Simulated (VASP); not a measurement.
Here is a VASP 6.6.1 calculation.

The input INCAR:

```
  PREC = Accurate
  ENCUT = 520
  EDIFF = 1E-6
  ISMEAR = 0
  SIGMA = 0.1
  LREAL = F
  LASPH = T
  NELM = 80
  ALGO = Normal
  ISIF = 2
  LWAVE = F
  LCHARG = T
  GGA = PE
  LELF = T
  LVHAR = T
  NBANDS = 11
```

Contents of KPOINTS:

```
Automatic mesh
0
Gamma
  12 12 12
```

Contents of POSCAR:

```
Sr
1.0
    0.0000000000      3.1109810885      3.1109810885
    3.1109810885      0.0000000000      3.1109810885
    3.1109810885      3.1109810885      0.0000000000
Sr
1
Direct
    0.0000000000      0.0000000000      0.0000000000
```

Potentials or basis: VASP PAW PBE potentials, release 64 (Sr_sv).

Run with:

```bash
$ cat potpaw_PBE.64/Sr_sv/POTCAR > POTCAR
$ mpirun -np 1 vasp_std > vasp.out
```

(1) Predict the band gap on the k mesh.

(2) Predict the pressure.

Results:

(1) zero (bands 5 and 6 overlap by 0.15 eV).

(2) -0.9 GPa.
